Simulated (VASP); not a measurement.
# CsI (Pm-3m) in VASP: further runs

CsI is run at these levels: HSE06, PBE0, HF, r2SCANh; tasks: single point.

Program: VASP 6.6.1. These are calculated values, not measurements. Logs are shortened: lines on timing, memory, paths and dates and some standing lists are left out, and cuts for length are marked.

## Step 1: The cell of the first run

Symmetry: Pm-3m, No. 221, cubic system. Conventional cell: a = 4.608 Å, b = 4.608 Å, c = 4.608 Å, α = 90.00°, β = 90.00°, γ = 90.00°. Within 5.2 Å of Cs (site symmetry m-3m) lie 8 I at 3.99 Å and 6 Cs at 4.61 Å. I (site symmetry m-3m) has 8 Cs at 3.99 Å and 6 I at 4.61 Å within 5.2 Å.

## Step 2: Single point, HSE06

Contents of POSCAR:

```
CsI
1.0
    4.6080834137      0.0000000000      0.0000000000
    0.0000000000      4.6080834137      0.0000000000
    0.0000000000      0.0000000000      4.6080834137
Cs I
1 1
Direct
    0.0000000000      0.0000000000      0.0000000000
    0.5000000000      0.5000000000      0.5000000000
```

Contents of INCAR.step1:

```
  PREC = Accurate
  ENCUT = 400
  EDIFF = 1E-5
  ISMEAR = 0
  SIGMA = 0.01
  LREAL = F
  LASPH = T
  NELM = 120
  ALGO = Normal
  ISIF = 2
  LWAVE = T
  NBANDS = 15
  GGA = PE
  GGA_COMPAT = F
```

Contents of INCAR.step2:

```
  PREC = Accurate
  ENCUT = 400
  EDIFF = 1E-6
  ISMEAR = 0
  SIGMA = 0.01
  LREAL = F
  LASPH = T
  NELM = 120
  ALGO = Normal
  ISIF = 2
  LWAVE = F
  LCHARG = T
  GGA = PE
  LHFCALC = T
  HFSCREEN = 0.2079
  PRECFOCK = Normal
  LELF = T
  LVHAR = T
  NBANDS = 15
  ISTART = 1
  GGA_COMPAT = F
```

Contents of KPOINTS:

```
Automatic mesh
0
Gamma
  4 4 4
```

Potentials or basis: VASP PAW PBE potentials, release 64 (Cs_sv, I).

On the command line:

```
> cat potpaw_PBE.64/Cs_sv/POTCAR potpaw_PBE.64/I/POTCAR > POTCAR
> cp INCAR.step1 INCAR
> mpirun -np 1 vasp_std > vasp.out
> cp INCAR.step2 INCAR
> mpirun -np 1 vasp_std > vasp.out
```

OUTCAR:

```text
PREC = Accurate
   ENCUT = 400
   EDIFF = 1E-6
   ISMEAR = 0
   LREAL = F
   LASPH = T
   NELM = 120
   ISIF = 2
   GGA = PE
   LHFCALC = T
   HFSCREEN = 0.2079
   PRECFOCK = Normal
   ISTART = 1

 ion  position               nearest neighbor table
   1  0.000  0.000  0.000-
   2  0.500  0.500  0.500-

  LATTYP: Found a simple cubic cell.
 ALAT       =     4.6080834137

  Lattice vectors:

 A1 = (   4.6080834137,   0.0000000000,   0.0000000000)
 A2 = (   0.0000000000,   4.6080834137,   0.0000000000)
 A3 = (   0.0000000000,   0.0000000000,   4.6080834137)

Analysis of symmetry for initial positions (statically):
=====================================================================
 Subroutine PRICEL returns:
 Original cell was already a primitive cell.

 Routine SETGRP: Setting up the symmetry group for a
 simple cubic supercell.

 Subroutine GETGRP returns: Found 48 space group operations
 (whereof 48 operations were pure point group operations)
 out of a pool of 48 trial point group operations.

The static configuration has the point symmetry O_h .

Analysis of symmetry for dynamics (positions and initial velocities):
=====================================================================
 Subroutine PRICEL returns:
 Original cell was already a primitive cell.

 Routine SETGRP: Setting up the symmetry group for a
 simple cubic supercell.

 Subroutine GETGRP returns: Found 48 space group operations
 (whereof 48 operations were pure point group operations)
 out of a pool of 48 trial point group operations.

The dynamic configuration has the point symmetry O_h .

 Subroutine INISYM returns: Found 48 space group operations
 (whereof 48 operations are pure point group operations),
 and found     1 'primitive' translations

----------------------------------------------------------------------------------------

                                     Primitive cell

  volume of cell :      97.8500

  direct lattice vectors                    reciprocal lattice vectors
     4.608083414  0.000000000  0.000000000     0.217009961  0.000000000  0.000000000
     0.000000000  4.608083414  0.000000000     0.000000000  0.217009961  0.000000000
     0.000000000  0.000000000  4.608083414     0.000000000  0.000000000  0.217009961

  length of vectors
     4.608083414  4.608083414  4.608083414     0.217009961  0.217009961  0.217009961

  position of ions in fractional coordinates (direct lattice)
     0.000000000  0.000000000  0.000000000
     0.500000000  0.500000000  0.500000000

  ion indices of the primitive-cell ions
   primitive index   ion index
                 1           1
                 2           2

----------------------------------------------------------------------------------------

 KPOINTS: Automatic mesh

Automatic generation of k-mesh.
 Grid dimensions read from file:
 generate k-points for:    4    4    4

 Generating k-lattice:

  Cartesian coordinates                     Fractional coordinates (reciprocal lattice)
     0.054252490  0.000000000  0.000000000     0.250000000  0.000000000  0.000000000
     0.000000000  0.054252490  0.000000000     0.000000000  0.250000000  0.000000000
     0.000000000  0.000000000  0.054252490     0.000000000  0.000000000  0.250000000

  Length of vectors
     0.054252490  0.054252490  0.054252490

  Shift w.r.t. Gamma in fractional coordinates (k-lattice)
     0.000000000  0.000000000  0.000000000

 Subroutine IBZKPT returns following result:
 ===========================================

 Found     10 irreducible k-points:

 Following reciprocal coordinates:
            Coordinates               Weight
  0.000000  0.000000  0.000000      1.000000
  0.250000  0.000000  0.000000      6.000000
  0.500000  0.000000  0.000000      3.000000
  0.250000  0.250000  0.000000     12.000000
  0.500000  0.250000  0.000000     12.000000
  0.500000  0.500000  0.000000      3.000000
  0.250000  0.250000  0.250000      8.000000
  0.500000  0.250000  0.250000     12.000000
  0.500000  0.500000  0.250000      6.000000
  0.500000  0.500000  0.500000      1.000000
   k-points           NKPTS =     10   k-points in BZ     NKDIM =     64   number of bands    NBANDS=     15
   number of dos      NEDOS =    301   number of ions     NIONS =      2
   total plane-waves  NPLWV =  27000
   dimension x,y,z NGX =    30 NGY =   30 NGZ =   30
   dimension x,y,z NGXF=    60 NGYF=   60 NGZF=   60
   ions per type =               1   1
   NGX,Y,Z   is equivalent  to a cutoff of  10.82, 10.82, 10.82 a.u.
   NGXF,Y,Z  is equivalent  to a cutoff of  21.65, 21.65, 21.65 a.u.
 SYSTEM =  unknown system
   PREC   = accura    normal or accurate (medium, high low for compatibility)
   ISTART =      1    job   : 0-new  1-cont  2-samecut
   ICHARG =      0    charge: 1-file 2-atom 10-const
   ISPIN  =      1    spin polarized calculation?
   LNONCOLLINEAR =      F non collinear calculations
   LSORBIT =      F    spin-orbit coupling
   LASPH  =      T    aspherical Exc in radial PAW
   ENCUT  =  400.0 eV  29.40 Ry    5.42 a.u.   7.51  7.51  7.51*2*pi/ulx,y,z
   NELM   =    120;   NELMIN=  2; NELMDL=  0     # of ELM steps
   EDIFF  = 0.1E-05   stopping-criterion for ELM
   LREAL  =      F    real-space projection
   EDIFFG = 0.1E-04   stopping-criterion for IOM
   NSW    =      0    number of steps for IOM
   IBRION =     -1    ionic relax: 0-MD 1-quasi-New 2-CG
   NFREE  =      0    steps in history (QN), initial steepest desc. (CG)
   ISIF   =      2    stress and relaxation
   ISYM   =      3    0-nonsym 1-usesym 2-fastsym
   POTIM  = 0.5000    time-step for ionic-motion
   TEBEG  =    0.0;   TEEND  =   0.0 temperature during run
   PSTRESS=    0.0 pullay stress
   NELECT =      16.0000    total number of electrons
   NUPDOWN=      -1.0000    fix difference up-down
   EMIN   =  10.00;   EMAX   =-10.00  energy-range for DOS
   EFERMI =   0.00;   METHOD = LEGACY
   ISMEAR =     0;   SIGMA  =   0.01  broadening in eV -4-tet -1-fermi 0-gaus
   EFERMI_NEDOS =   21; number of points for ismear=-14 and -15
   IALGO  =     38    algorithm
   IMIX   =      1    mixing-type and parameters
     AMIX     =   0.40;   BMIX     =  1.00
     AMIX_MAG =   1.60;   BMIX_MAG =  1.00
  volume/ion in A,a.u.               =      48.93       330.16
  Fermi-wavevector in a.u.,A,eV,Ry     =   0.895216  1.691713 10.903868  0.801412
  Thomas-Fermi vector in A             =   2.017520
   LORBIT       =      0    0 simple, 1 ext, 2 COOP (PROOUT), +10 PAW based schemes
   GGA     = PE    functional components
   LHFCALC =     T    Hartree Fock is set to
   PRECFOCK=normal    Normal, Fast or Accurate (Low or Medium for compatibility)
   ENCUT4O =  -1.0   cutoff for four orbital integrals eV
   NKREDX  =     1    reduce k-point grid by
   NKREDY  =     1    reduce k-point grid by
   NKREDZ  =     1    reduce k-point grid by
   AEXX    =    0.2500 exact exchange contribution
   HFSCREEN=    0.2079 screening length (either q_TF or 0.3 A-1)
   HFSCREENC=   0.2079 screening length for correlation (either q_TF or 0.3 A-1)
   ENCUTFOCK=  -1.0 apply spherical cutoff to Coloumb kernel
   IVDW    =     0    specifies the selected vdW correction
   LEPSILON=     F    determine dielectric tensor
   LRPA    =     F    only Hartree local field effects (RPA)
 non-spin polarized calculation
 Gauss-broadening in eV      SIGMA  =   0.01
  energy-cutoff  :      400.00
  volume of cell :       97.85
 maximum number of plane-waves:      1800
  NGX = 24; NGY = 24; NGZ = 24

 number of electron      16.0000010 magnetization

 Free energy of the ion-electron system (eV)
  ---------------------------------------------------
  ext. energy  EPLUGINS =         0.00000000
  ---------------------------------------------------
  free energy    TOTEN  =        -6.30872681 eV

  energy without entropy =       -6.30872681  energy(sigma->0) =       -6.30872681

 E-fermi :   0.0481     XC(G=0):  -6.4264

 val. band max:       -0.0438696823   @ k =   0.5000   0.5000   0.0000
 cond. band min:       4.7318384212   @ k =   0.0000   0.0000   0.0000
 fundamental gap:      4.7757081035
 Fermi energy:         0.0481295205

 k-point     1 :       0.0000    0.0000    0.0000
  band No.  band energies     occupation
      1     -21.9284      2.00000
      2     -11.5606      2.00000
      3      -7.6221      2.00000
      4      -7.6221      2.00000
      5      -7.6221      2.00000
      6      -0.1436      2.00000
      7      -0.1436      2.00000
      8      -0.1436      2.00000
      9       4.7318      0.00000
     10       5.1432      0.00000
     11       5.1432      0.00000
     12       8.8682      0.00000
     13       8.8682      0.00000
     14       8.8682      0.00000
     15      11.2808      0.00000

 k-point     2 :       0.2500    0.0000    0.0000
  band No.  band energies     occupation
      1     -21.9162      2.00000
      2     -11.5614      2.00000
      3      -7.6911      2.00000
      4      -7.5907      2.00000
      5      -7.5907      2.00000
      6      -0.9826      2.00000
      7      -0.2096      2.00000
      8      -0.2096      2.00000
      9       5.5265      0.00000
     10       5.8547      0.00000
     11       6.3913      0.00000
     12       8.7509      0.00000
     13       8.7509      0.00000
     14       9.1548      0.00000
     15       9.2718      0.00000
[... 113 lines left out ...]
      3      -7.9177      2.00000
      4      -7.9177      2.00000
      5      -7.6950      2.00000
      6      -1.1609      2.00000
      7      -1.1609      2.00000
      8      -0.7859      2.00000
      9       6.2822      0.00000
     10       7.3646      0.00000
     11       7.4139      0.00000
     12       7.4139      0.00000
     13       9.9793      0.00000
     14       9.9793      0.00000
     15      10.8873      0.00000

 k-point    10 :       0.5000    0.5000    0.5000
  band No.  band energies     occupation
      1     -21.8613      2.00000
      2     -11.2689      2.00000
      3      -7.8588      2.00000
      4      -7.8588      2.00000
      5      -7.8588      2.00000
      6      -1.3647      2.00000
      7      -1.3646      2.00000
      8      -1.3646      2.00000
      9       8.0676      0.00000
     10       8.0676      0.00000
     11       8.0676      0.00000
     12       8.9045      0.00000
     13       8.9045      0.00000
     14       8.9045      0.00000
     15      10.9888      0.00000

------------------------ aborting loop because EDIFF is reached ----------------------------------------

  FORCE on cell =-STRESS in cart. coord.  units (eV):
  Direction    XX          YY          ZZ          XY          YZ          ZX
  --------------------------------------------------------------------------------------
  -------------------------------------------------------------------------------------
  Total        0.1218728      0.1218728      0.1218728     -0.0000000     -0.0000000      0.0000000
  in kB        1.9955210      1.9955210      1.9955210     -0.0000000     -0.0000000      0.0000000
  external PRESSURE =       1.9955210 kB  Pullay stress =       0.0000000 kB

 VOLUME and BASIS-vectors are now :
 -----------------------------------------------------------------------------
  energy-cutoff  :      400.00
  volume of cell :       97.85
      direct lattice vectors                 reciprocal lattice vectors
     4.608083414  0.000000000  0.000000000     0.217009961  0.000000000  0.000000000
     0.000000000  4.608083414  0.000000000     0.000000000  0.217009961  0.000000000
     0.000000000  0.000000000  4.608083414     0.000000000  0.000000000  0.217009961

 POSITION                                       TOTAL-FORCE (eV/Angst)
 -----------------------------------------------------------------------------------
      0.00000      0.00000      0.00000         0.000000      0.000000      0.000000
      2.30404      2.30404      2.30404         0.000000      0.000000      0.000000
 -----------------------------------------------------------------------------------
    total drift:                                0.000005      0.000005      0.000005

  FREE ENERGIE OF THE ION-ELECTRON SYSTEM (eV)
  ---------------------------------------------------
  free  energy   TOTEN  =        -6.3087268091 eV

  energy  without entropy=       -6.3087268091  energy(sigma->0) =       -6.30872681
```

Run time: 4.9 min. Hardware: 1 thread of AMD EPYC 9R45 (Zen 5), shared host; peak memory 0.25 GiB.

Results:

| Quantity | Value |
| --- | --- |
| Free energy | -6.3087 eV |
| Pressure | 0.2 GPa |
| Band gap on the k mesh | 4.78 eV (least direct gap 4.88 eV) |

Caveat: the PAW data sets were made with another functional, which shifts forces and pressure a little; spin-orbit coupling is left out, which moves the levels of the heavy elements. A k mesh can miss the band edges.

## Step 3: Single point, PBE0

POSCAR is that of step 2.

Contents of INCAR.step1:

```
SYSTEM = CsI
ALGO = Normal ; EDIFF = 1E-5
ENCUT = 400 ; GGA = PE
GGA_COMPAT = .FALSE. ; ISIF = 2
ISMEAR = 0 ; LASPH = .TRUE.
LCHARG = .FALSE. ; LREAL = .FALSE.
LWAVE = .TRUE. ; NBANDS = 15
NELM = 120 ; PREC = Accurate
SIGMA = 0.01
```

Contents of INCAR.step2:

```
SYSTEM = CsI
AEXX = 0.25 ; ALGO = Normal
EDIFF = 1E-6 ; ENCUT = 400
GGA = PE ; GGA_COMPAT = .FALSE.
ISIF = 2 ; ISMEAR = 0
ISTART = 1 ; LASPH = .TRUE.
LCHARG = .FALSE. ; LHFCALC = .TRUE.
LREAL = .FALSE. ; LWAVE = .FALSE.
NBANDS = 15 ; NELM = 120
PREC = Accurate ; PRECFOCK = Normal
SIGMA = 0.01
```

Contents of KPOINTS:

```
k-points
0
G
  4 4 4
  0 0 0
```

Potentials or basis: VASP PAW PBE potentials, release 64 (Cs_sv, I).

On the command line:

```
> cat potpaw_PBE.64/Cs_sv/POTCAR potpaw_PBE.64/I/POTCAR > POTCAR
> cp INCAR.step1 INCAR
> mpirun -np 1 vasp_std > vasp.out
> cp INCAR.step2 INCAR
> mpirun -np 1 vasp_std > vasp.out
```

Run time: 4.2 min. Hardware: 1 thread of AMD EPYC 9R45 (Zen 5), shared host; peak memory 0.15 GiB.

It converged, with:

```yaml
Free_energy: -6.8324 eV
Pressure: 0.1 GPa
Band_gap_on_the_k_mesh: 5.47 eV (least direct gap 5.58 eV)
```

Levels at points of the mesh, in eV from the valence-band top:
```
           k point  band 4  band 5  band 6  band 7  band 8  band 9  band 10  band 11  band 12  band 13
(0.00, 0.00, 0.00)   -7.60   -7.60   -0.10   -0.10   -0.10    5.47     5.91     5.91     9.67     9.67
(0.50, 0.00, 0.00)   -7.53   -7.53   -1.62   -0.24   -0.24    7.00     8.11     8.46     8.55     9.80
(0.50, 0.50, 0.00)   -7.96   -7.49   -0.93   -0.93    0.00    5.94     6.65     7.92     7.92    11.44
(0.50, 0.50, 0.50)   -7.84   -7.84   -1.35   -1.35   -1.35    8.84     8.84     8.84     9.71     9.71
```

Caveat: the PAW data sets were made with another functional, which shifts forces and pressure a little; spin-orbit coupling is left out, which moves the levels of the heavy elements.

## Step 4: Single point, HF

POSCAR is that of step 3.

Contents of INCAR.step1:

```
  PREC = Accurate
  ENCUT = 400
  EDIFF = 1E-5
  ISMEAR = 0
  SIGMA = 0.01
  LREAL = False
  LASPH = True
  NELM = 120
  ALGO = Normal
  ISIF = 2
  LWAVE = True
  NBANDS = 15
  GGA = PE
  GGA_COMPAT = False
```

Contents of INCAR.step2:

```
  PREC = Accurate
  ENCUT = 400
  EDIFF = 1E-6
  ISMEAR = 0
  SIGMA = 0.01
  LREAL = False
  LASPH = True
  NELM = 120
  ALGO = Normal
  ISIF = 2
  LWAVE = False
  LCHARG = True
  GGA = PE
  LHFCALC = True
  AEXX = 1.0
  ALDAC = 0.0
  AGGAC = 0.0
  PRECFOCK = Normal
  LELF = True
  LVHAR = True
  NBANDS = 15
  ISTART = 1
  GGA_COMPAT = False
```

Contents of KPOINTS:

```
regular mesh
0
Gamma
  4 4 4
```

On the command line:

```
> cat potpaw_PBE.64/Cs_sv/POTCAR potpaw_PBE.64/I/POTCAR > POTCAR
> cp INCAR.step1 INCAR
> mpirun -np 1 vasp_std > vasp.out
> cp INCAR.step2 INCAR
> mpirun -np 1 vasp_std > vasp.out
```

Wall time 5.8 min (1 thread of AMD EPYC 9R45 (Zen 5), shared host); peak memory 0.15 GiB.

It converged, with:

* Free energy: -10.5317 eV
* Pressure: 2.0 GPa
* Band gap on the k mesh: 10.89 eV (least direct gap 11.01 eV)

Levels at points of the mesh, in eV from the valence-band top:
```tsv
k point	band 4	band 5	band 6	band 7	band 8	band 9	band 10	band 11	band 12	band 13
(0.00, 0.00, 0.00)	-8.75	-8.75	-0.11	-0.11	-0.11	10.89	11.15	11.15	15.64	15.64
(0.50, 0.00, 0.00)	-8.66	-8.66	-1.88	-0.27	-0.27	12.50	13.66	13.93	14.17	15.84
(0.50, 0.50, 0.00)	-9.19	-8.62	-1.12	-1.12	0.00	11.22	12.10	13.52	13.52	17.27
(0.50, 0.50, 0.50)	-9.01	-9.01	-1.60	-1.60	-1.60	14.35	14.35	14.35	15.75	15.75
```

Caveat: the PAW data sets were made with another functional, which shifts forces and pressure a little; spin-orbit coupling is left out, which moves the levels of the heavy elements.

(Continued in part 2 of 2.)
